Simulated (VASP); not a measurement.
# TiN (Fm-3m) in VASP: further runs

TiN is run at these levels: PBE; tasks: single point.

Program: VASP 6.6.1. These are calculated values, not measurements. Logs are shortened: lines on timing, memory, paths and dates and some standing lists are left out, and cuts for length are marked.

## Step 1: The cell of the first run

The structure is cubic, space group Fm-3m (No. 225). The conventional cell has a = 4.235 Å, b = 4.235 Å, c = 4.235 Å, α = 90.00°, β = 90.00°, γ = 90.00°. Ti (site symmetry m-3m) has 6 N at 2.12 Å within 2.8 Å. N (site symmetry m-3m) has 6 Ti at 2.12 Å within 2.8 Å.

## Step 2: Single point, PBE, collinear spin, ferromagnetic start

INCAR reads:

```
SYSTEM = TiN
ALGO     = Normal         ! electronic algorithm
EDIFF    = 1E-6           ! SCF threshold, eV
ENCUT    = 520            ! plane-wave cutoff, eV
GGA      = PE             ! functional
ISIF     = 2              ! what is computed and relaxed
ISMEAR   = 0              ! smearing method
ISPIN    = 2              ! spin polarisation
LASPH    = .TRUE.         ! aspherical terms in the spheres
LCHARG   = .FALSE.        ! write CHGCAR
LMAXMIX  = 4              ! l up to which the mixer works
LORBIT   = 11             ! projections on sites
LREAL    = .FALSE.        ! projectors in reciprocal space
LWAVE    = .FALSE.        ! write WAVECAR
MAGMOM   = 1 0            ! initial moments
NBANDS   = 20             ! bands
NELM     = 150            ! most SCF steps
PREC     = Accurate       ! precision mode
SIGMA    = 0.03           ! smearing width, eV
```

KPOINTS reads:

```
k-points
0
G
  9 9 9
  0 0 0
```

POSCAR reads:

```
TiN
1.0
    0.0000000000      2.1175000000      2.1175000000
    2.1175000000      0.0000000000      2.1175000000
    2.1175000000      2.1175000000      0.0000000000
Ti N
1 1
Direct
    0.0000000000      0.0000000000      0.0000000000
    0.5000000000      0.5000000000      0.5000000000
```

Potentials or basis: VASP PAW PBE potentials, release 64 (Ti_sv, N).

The run is started by

```console
$ cat potpaw_PBE.64/Ti_sv/POTCAR potpaw_PBE.64/N/POTCAR > POTCAR
$ mpirun -np 1 vasp_std > vasp.out
```

OUTCAR:

```text
SYSTEM = TiN
   EDIFF = 1E-6
   ENCUT = 520
   GGA = PE
   ISIF = 2
   ISMEAR = 0
   ISPIN = 2
   LASPH = .TRUE.
   LORBIT = 11
   LREAL = .FALSE.
   NELM = 150
   PREC = Accurate

 ion  position               nearest neighbor table
   1  0.000  0.000  0.000-   2 2.12   2 2.12   2 2.12   2 2.12   2 2.12   2 2.12
   2  0.500  0.500  0.500-   1 2.12   1 2.12   1 2.12   1 2.12   1 2.12   1 2.12

  LATTYP: Found a face centered cubic cell.
 ALAT       =     4.2350000000

  Lattice vectors:

 A1 = (   0.0000000000,   2.1175000000,   2.1175000000)
 A2 = (   2.1175000000,   0.0000000000,   2.1175000000)
 A3 = (   2.1175000000,   2.1175000000,   0.0000000000)

Analysis of symmetry for initial positions (statically):
=====================================================================
 Subroutine PRICEL returns:
 Original cell was already a primitive cell.

 Routine SETGRP: Setting up the symmetry group for a
 face centered cubic supercell.

 Subroutine GETGRP returns: Found 48 space group operations
 (whereof 48 operations were pure point group operations)
 out of a pool of 48 trial point group operations.

The static configuration has the point symmetry O_h .

Analysis of symmetry for dynamics (positions and initial velocities):
=====================================================================
 Subroutine PRICEL returns:
 Original cell was already a primitive cell.

 Routine SETGRP: Setting up the symmetry group for a
 face centered cubic supercell.

 Subroutine GETGRP returns: Found 48 space group operations
 (whereof 48 operations were pure point group operations)
 out of a pool of 48 trial point group operations.

The dynamic configuration has the point symmetry O_h .

Analysis of structural, dynamic, and magnetic symmetry:
=====================================================================
 Subroutine PRICEL returns:
 Original cell was already a primitive cell.

 Routine SETGRP: Setting up the symmetry group for a
 face centered cubic supercell.

 Subroutine GETGRP returns: Found 48 space group operations
 (whereof 48 operations were pure point group operations)
 out of a pool of 48 trial point group operations.

The overall configuration has the point symmetry O_h .

 Subroutine INISYM returns: Found 48 space group operations
 (whereof 48 operations are pure point group operations),
 and found     1 'primitive' translations

----------------------------------------------------------------------------------------

                                     Primitive cell

  volume of cell :      18.9889

  direct lattice vectors                    reciprocal lattice vectors
[... 109 lines left out ...]
  Fermi-wavevector in a.u.,A,eV,Ry     =   1.577821  2.981649 33.871962  2.489519
  Thomas-Fermi vector in A             =   2.678445
   LORBIT       =     11    0 simple, 1 ext, 2 COOP (PROOUT), +10 PAW based schemes
   GGA     = PE    functional components
   LHFCALC =     F    Hartree Fock is set to
   AEXX    =    0.0000 exact exchange contribution
   IVDW    =     0    specifies the selected vdW correction
   LEPSILON=     F    determine dielectric tensor
   LRPA    =     F    only Hartree local field effects (RPA)
 spin polarized calculation
 Gauss-broadening in eV      SIGMA  =   0.03
  energy-cutoff  :      520.00
  volume of cell :       18.99
 maximum number of plane-waves:       531
 NGX is ok and might be reduce to    24
   NGX = 11   NGY = 11   NGZ = 11

 number of electron      17.0000001 magnetization      -0.0186138

 number of electron      17.0000001 magnetization       0.0000348

 Free energy of the ion-electron system (eV)
  ---------------------------------------------------
  ext. energy  EPLUGINS =         0.00000000
  ---------------------------------------------------
  free energy    TOTEN  =       -19.64093742 eV

  energy without entropy =      -19.64074012  energy(sigma->0) =      -19.64083877

 E-fermi :  11.4806     XC(G=0): -13.0468

 val. band max:       11.4071024820   @ k =   0.1111   0.0000   0.0000
 cond. band min:      11.5201064483   @ k =   0.4444   0.2222   0.1111
 fundamental gap:      0.1130039664
 Fermi energy:        11.4806316113

 spin component 1

 k-point     1 :       0.0000    0.0000    0.0000
  band No.  band energies     occupation
      1     -46.3593      1.00000
      2     -22.3348      1.00000
      3     -22.3348      1.00000
      4     -22.3348      1.00000
      5      -5.6167      1.00000
      6       9.4655      1.00000
[... 541 lines left out ...]
     19      37.7172      0.00000
     20      40.4637      0.00000

 [... further k-points ...]

 spin component 2

 k-point     1 :       0.0000    0.0000    0.0000
  band No.  band energies     occupation
      1     -46.3592      1.00000
      2     -22.3348      1.00000
      3     -22.3348      1.00000
      4     -22.3348      1.00000
      5      -5.6168      1.00000
      6       9.4654      1.00000
[... 541 lines left out ...]
     19      37.7172      0.00000
     20      40.4637      0.00000

 [... further k-points ...]
[... 5 lines left out ...]
  --------------------------------------------------------------------------------------
  -------------------------------------------------------------------------------------
  Total        0.3165208      0.3165208      0.3165208      0.0000000     -0.0000000      0.0000000
  in kB       26.7062313     26.7062313     26.7062313      0.0000000     -0.0000000      0.0000000
  external PRESSURE =      26.7062313 kB  Pullay stress =       0.0000000 kB

 VOLUME and BASIS-vectors are now :
 -----------------------------------------------------------------------------
  energy-cutoff  :      520.00
  volume of cell :       18.99
      direct lattice vectors                 reciprocal lattice vectors
     0.000000000  2.117500000  2.117500000    -0.236127509  0.236127509  0.236127509
     2.117500000  0.000000000  2.117500000     0.236127509 -0.236127509  0.236127509
     2.117500000  2.117500000  0.000000000     0.236127509  0.236127509 -0.236127509

 POSITION                                       TOTAL-FORCE (eV/Angst)
 -----------------------------------------------------------------------------------
      0.00000      0.00000      0.00000         0.000000     -0.000000      0.000000
      2.11750      2.11750      2.11750         0.000000      0.000000     -0.000000
 -----------------------------------------------------------------------------------
    total drift:                                0.000000     -0.000000     -0.000000

  FREE ENERGIE OF THE ION-ELECTRON SYSTEM (eV)
  ---------------------------------------------------
  free  energy   TOTEN  =       -19.6409374174 eV

  energy  without entropy=      -19.6407401208  energy(sigma->0) =      -19.64083877

 total charge

# of ion       s       p       d       tot
------------------------------------------
    1        2.184   6.231   1.974  10.390
    2        1.247   2.511   0.000   3.758
--------------------------------------------------
tot          3.431   8.742   1.974  14.148

 magnetization (x)

# of ion       s       p       d       tot
------------------------------------------
    1        0.000   0.000   0.000   0.000
    2       -0.000  -0.000   0.000  -0.000
--------------------------------------------------
tot         -0.000  -0.000   0.000   0.000
```

OSZICAR:

```text
N       E                     dE             d eps       ncg     rms          rms(c)
DAV:   1     0.140932367426E+03    0.14093E+03   -0.79861E+03  2816   0.105E+03
DAV:   2    -0.159228526272E+02   -0.15686E+03   -0.14460E+03  2876   0.298E+02
DAV:   3    -0.244854495401E+02   -0.85626E+01   -0.84432E+01  3516   0.719E+01
DAV:   4    -0.246428094072E+02   -0.15736E+00   -0.15718E+00  3168   0.928E+00
DAV:   5    -0.246452454182E+02   -0.24360E-02   -0.24359E-02  3352   0.103E+00    0.192E+01
DAV:   6    -0.199982365825E+02    0.46470E+01   -0.80110E+00  3916   0.428E+01    0.704E+00
DAV:   7    -0.196758546922E+02    0.32238E+00   -0.12244E+00  3400   0.127E+01    0.506E+00
DAV:   8    -0.197688172096E+02   -0.92963E-01   -0.53497E-01  4004   0.992E+00    0.436E+00
DAV:   9    -0.196473894812E+02    0.12143E+00   -0.13688E-01  3368   0.541E+00    0.124E+00
DAV:  10    -0.196417185448E+02    0.56709E-02   -0.13404E-02  3620   0.125E+00    0.442E-01
DAV:  11    -0.196410712140E+02    0.64733E-03   -0.13202E-03  3252   0.424E-01    0.161E-01
DAV:  12    -0.196409314583E+02    0.13976E-03   -0.25788E-04  3836   0.189E-01    0.584E-02
DAV:  13    -0.196409368171E+02   -0.53588E-05   -0.35342E-05  3252   0.532E-02    0.143E-02
DAV:  14    -0.196409374174E+02   -0.60023E-06   -0.18898E-06  3312   0.131E-02
   1 F= -.19640937E+02 E0= -.19640839E+02  d E =-.197297E-03  mag=     0.0001
```

Wall time 17 s (1 thread of Intel Xeon 6975P-C, shared host); peak memory 0.16 GiB.

What came out:

```
Free energy                                           : -19.6409 eV
Pressure                                              : 2.7 GPa
Net moment                                            : 0.00 μB per cell
Valence electrons inside the program's atomic spheres : Ti 10.39; N 3.76
```

Levels at points of the mesh, in eV from the Fermi level:
Spin up:
| k point | band 6 | band 7 | band 8 | band 9 | band 10 | band 11 | band 12 | band 13 |
| --- | --- | --- | --- | --- | --- | --- | --- | --- |
| (0.00, 0.00, 0.00) | -2.02 | -2.02 | -2.02 | -0.59 | -0.59 | -0.59 | 0.61 | 0.61 |
Spin down:
```tsv
k point	band 6	band 7	band 8	band 9	band 10	band 11	band 12	band 13
(0.00, 0.00, 0.00)	-2.02	-2.02	-2.02	-0.59	-0.59	-0.59	0.61	0.61
```

## Step 3: Single point, PBE, collinear spin, ferromagnetic start

INCAR reads:

```
  PREC = Accurate
  ENCUT = 520
  EDIFF = 1E-6
  ISMEAR = 0
  SIGMA = 0.03
  LREAL = F
  LASPH = T
  NELM = 150
  ALGO = Normal
  ISIF = 2
  LWAVE = F
  LCHARG = F
  ISPIN = 2
  MAGMOM = 1 0
  LORBIT = 11
  LMAXMIX = 4
  GGA = PE
  NBANDS = 20
```

KPOINTS reads:

```
Automatic mesh
0
Gamma
  9 9 9
```

POSCAR is that of step 2.

Potentials or basis: VASP PAW PBE potentials, release 64 (Ti_sv, N).

The run is started by

```console
$ cat potpaw_PBE.64/Ti_sv/POTCAR potpaw_PBE.64/N/POTCAR > POTCAR
$ mpirun -np 1 vasp_std > vasp.out
```

It took 18 s on 1 thread of Intel Xeon 6975P-C, shared host; peak memory 0.16 GiB.

It converged, with:

| Quantity | Value |
| --- | --- |
| Free energy | -19.6409 eV |
| Pressure | 2.7 GPa |
| Net moment | 0.00 μB per cell |
| Valence electrons inside the program's atomic spheres | Ti 10.39; N 3.76 |

Levels at points of the mesh, in eV from the Fermi level:
Spin up:
```csv
k point,band 6,band 7,band 8,band 9,band 10,band 11,band 12,band 13
"(0.00, 0.00, 0.00)",-2.02,-2.02,-2.02,-0.59,-0.59,-0.59,0.61,0.61
```
Spin down:
```tsv
k point	band 5	band 6	band 7	band 8	band 9	band 10	band 11	band 12	band 13	band 14
(0.00, 0.00, 0.00)	-17.10	-2.02	-2.02	-2.02	-0.59	-0.59	-0.59	0.61	0.61	5.49
```
